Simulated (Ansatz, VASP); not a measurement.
In: VASP beside Ansatz

File INCAR:

```
PREC = Accurate ; ENCUT = 600
EDIFF = 1E-6 ; ISMEAR = 0
SIGMA = 0.1 ; LREAL = F
LASPH = T ; NELM = 60
ALGO = Fast ; ISIF = 3
LWAVE = F ; LCHARG = F
GGA = CA ; IBRION = 2
NSW = 100 ; EDIFFG = -0.005
```

Contents of KPOINTS:

```
regular mesh
0
Gamma
  18 18 18
```

File POSCAR:

```
In
1.0
   -1.6261500000      1.6261500000      2.4739500000
    1.6261500000     -1.6261500000      2.4739500000
    1.6261500000      1.6261500000     -2.4739500000
In
1
Direct
    0.0000000000      0.0000000000      0.0000000000
```

Input for Ansatz:

```yaml
crystal:
  lattice:
    - [-1.62615, 1.62615, 2.47395]
    - [1.62615, -1.62615, 2.47395]
    - [1.62615, 1.62615, -2.47395]
  atoms:
    - { symbol: In, position: [0.0, 0.0, 0.0] }
basis:
  ecutwfc: 420
kpoints:
  mp_grid: { grid: [18, 18, 18] }
hamiltonian:
  xc: lda
  pseudopotentials: { kind: paw }
scf:
  occupations: { method: gaussian, width: 0.1 }
output:
  forces: true
  stress: true
  eigenvalues: true
relax:
  adjacent_minimum: "off"
  f_tol: 0.005
  max_steps: 80
  cell: { stress_tol: 0.05 }
```

Alike in both runs: task relaxation of cell and atoms; functional LDA; k mesh 18 × 18 × 18; occupations gaussian, width 0.1 eV; no spin polarisation.

```csv
,VASP,Ansatz
version,VASP 6.6.1,Ansatz 0.2.0
potentials or method,"VASP PAW LDA potentials, release 64 (In_d), cutoff 600 eV","scalar-relativistic, plane waves, PAW"
valence electrons in the cell,13,13
```

|  | VASP | Ansatz | Ansatz less VASP |
| --- | --- | --- | --- |
| gap on the k mesh at the Fermi level, each at its own relaxed structure (eV) | none | none | - |
| relaxed volume (Å³/atom) | 24.60 | 24.55 | -0.044 |
| relaxed cell length with the largest relative difference (Å) | 3.331 | 3.329 | -0.0018 |

LDA's correlation is that of Perdew and Zunger in VASP and of Perdew and Wang (1992) in Ansatz. A gap of «none» marks a metal or a gap that the smearing closes.
